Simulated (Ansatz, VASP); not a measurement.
**One calculation of Cl, two programs**

File INCAR:

```
SYSTEM = Cl
PREC = Accurate
ENCUT = 520
EDIFF = 1E-6
ISMEAR = -1
SIGMA = 0.08
LREAL = .FALSE.
LASPH = .TRUE.
NELM = 100
ALGO = Normal
ISIF = 2
LWAVE = .FALSE.
LCHARG = .FALSE.
NBANDS = 10
```

File KPOINTS:

```
regular mesh
0
G
  15 15 15
  0 0 0
```

The input POSCAR:

```
Cl
1.0
    2.6313454400      0.0000000000      0.0000000000
    0.0000000000      2.6313454400      0.0000000000
    0.0000000000      0.0000000000      2.6313454400
Cl
1
Direct
    0.0000000000      0.0000000000      0.0000000000
```

Input for Ansatz:

```yaml
crystal:
  lattice:
    - [2.63134544, 0.0, 0.0]
    - [0.0, 2.63134544, 0.0]
    - [0.0, 0.0, 2.63134544]
  atoms:
    - { symbol: Cl, position: [0.0, 0.0, 0.0] }
kpoints:
  mp_grid: { grid: [15, 15, 15] }
scf:
  occupations: { method: fermi_dirac, width: 0.08 }
hamiltonian:
  xc: lda
  pseudopotentials: { kind: all_electron, lapw: { basis_error: 0.001 } }
output:
  forces: true
  stress: true
  eigenvalues: true
  populations: true
```

Change from the starting cell: volume scaled by 0.88, LAPW.

Alike in both runs: task single point; functional LDA; k mesh 15 × 15 × 15; occupations fermi-dirac, width 0.08 eV; no spin polarisation.

```csv
,VASP,Ansatz
version,VASP 6.6.1,Ansatz 0.2.0
potentials or method,"VASP PAW LDA potentials, release 64 (Cl), cutoff 520 eV","all-electron LAPW, scalar-relativistic"
```

|  | VASP | Ansatz | Ansatz less VASP |
| --- | --- | --- | --- |
| pressure (GPa) | 9.4 | 9.4 | 0.00 |

LDA's correlation is that of Perdew and Zunger in VASP and of Perdew and Wang (1992) in Ansatz. Ansatz ran all-electron here, and VASP with PAW potentials.
